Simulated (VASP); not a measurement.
A run of VASP 6.6.1:

File INCAR:

```
PREC = Accurate
ENCUT = 520
EDIFF = 1E-6
ISMEAR = 0
SIGMA = 0.15
LREAL = False
LASPH = True
NELM = 100
ALGO = Normal
ISIF = 2
LWAVE = False
LCHARG = True
GGA = PS
LELF = True
LVHAR = True
NBANDS = 16
```

The input KPOINTS:

```
Automatic mesh
0
Gamma
  16 16 16
```

Contents of POSCAR:

```
YS
1.0
    0.1426218892      2.8167823117      2.8167823117
    2.8167823117      0.1426218892      2.8167823117
    2.8167823117      2.8167823117      0.1426218892
Y S
1 1
Direct
    0.5000000000      0.5000000000      0.5000000000
    0.0000000000      0.0000000000      0.0000000000
```

Potentials or basis: VASP PAW PBE potentials, release 64 (Y_sv, S).

The run is started by

```sh
$ cat potpaw_PBE.64/Y_sv/POTCAR potpaw_PBE.64/S/POTCAR > POTCAR
$ mpirun -np 1 vasp_std > vasp.out
```

Hardware: 1 thread of AMD EPYC 9R45 96-Core Processor (Zen 5) (shared host).

Question: Estimate the wall time of this run.

Answer: It took 2.7 min on 1 thread of AMD EPYC 9R45 96-Core Processor (Zen 5), with other jobs on the host, peak memory 0.39 GiB. Counts: scf iterations 13, k points 417.
